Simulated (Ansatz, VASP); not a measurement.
**Two plane-wave programs on Pd**

```
Pd
1.0
     0.00000    1.97347    1.97347
     1.97347    0.00000    1.97347
     1.97347    1.97347    0.00000
Pd
1
Direct
  0.00000 0.00000 0.00000
```

Alike in both runs: task single point; functional PBE; k mesh 14 × 14 × 14; occupations methfessel-paxton of order 1, width 0.3 eV; no spin polarisation.

|  | VASP | Ansatz |
| --- | --- | --- |
| version | VASP 6.6.1 | Ansatz 0.2.0 |
| potentials or method | VASP PAW PBE potentials, release 64 (Pd), cutoff 520 eV | plane waves (420 eV) with PAW, scalar-relativistic |
| valence electrons in the cell | 10 | 18 |

Ansatz gave:

```
pressure (GPa) : -0.3
```

Problem. Estimate VASP's values.

Solution. Pressure (GPa): -0.6.

VASP's potentials hold 10 valence electrons a cell and Ansatz's 18, so a difference there can come from the potentials and not from the codes.
